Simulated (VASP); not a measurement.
Write the native input for VASP 6.6.1 that does the following.

* Task: single point
* Functional: PBE
* Potentials or basis: VASP PAW PBE potentials, release 64 (Al, H)
* Cutoff: 520 eV
* k mesh: 5 × 4 × 1
* Occupations: gaussian, width 0.1 eV
* Spin: no spin polarisation
* Dipole correction: yes
* Further INCAR settings: LREAL = Auto; ALGO = Normal; EDIFF = 1e-06; NBANDS = 38

The structure of Al16H lies in POSCAR:

```
Al16H
1.0
    5.7135165839      0.0000000000      0.0000000000
    0.0000000000      8.0801326418      0.0000000000
    0.0000000000      0.0000000000     19.7432786746
Al H
16 1
Direct
    0.2500000000      0.2500000000      0.2026005947
    0.2500000000      0.7500000000      0.2026005947
    0.7500000000      0.2500000000      0.2026005947
    0.7500000000      0.7500000000      0.2026005947
    0.0000000000      0.0000000000      0.2749482108
    0.0000000000      0.5000000000      0.2749482108
    0.5000000000      0.0000000000      0.2749482108
    0.5000000000      0.5000000000      0.2749482108
    0.2500000000      0.2500000000      0.3495466417
    0.2500000000      0.7500000000      0.3495466417
    0.7500000000      0.2500000000      0.3495466417
    0.7500000000      0.7500000000      0.3495466417
    0.0000000000      0.0000000000      0.4175232904
    0.0000000000      0.5000000000      0.4175232904
    0.5000000000      0.0000000000      0.4175232904
    0.5000000000      0.5000000000      0.4175232904
    0.0000000000      0.1666666667      0.4683849844
```

These files were run (other wordings do the same):

INCAR

```
SYSTEM = Al16H
ALGO = Normal ; DIPOL = 0.5 0.5 0.320
EDIFF = 1E-6 ; ENCUT = 520
GGA = PE ; IDIPOL = 3
ISIF = 2 ; ISMEAR = 0
LASPH = .True. ; LCHARG = .False.
LDIPOL = .True. ; LREAL = Auto
LWAVE = .False. ; NBANDS = 38
NELM = 100 ; PREC = Accurate
SIGMA = 0.1
```

KPOINTS

```
k-points
0
Gamma
  5 4 1
  0 0 0
```

Potentials or basis: VASP PAW PBE potentials, release 64 (Al, H).

Run with:

```console
$ cat potpaw_PBE.64/Al/POTCAR potpaw_PBE.64/H/POTCAR > POTCAR
$ mpirun -np 1 vasp_std > vasp.out
```

It gave:

```json
{"Largest force": "0.414 eV/Å", "Band gap on the k mesh": "zero (an odd number of electrons rules out a gap without spin polarisation)"}
```

Wall time 8.9 min on 1 thread of Intel(R) Xeon(R) Platinum 8259CL CPU @ 2.50GHz (Skylake/Cascade Lake), on a shared host, peak memory 0.81 GiB.
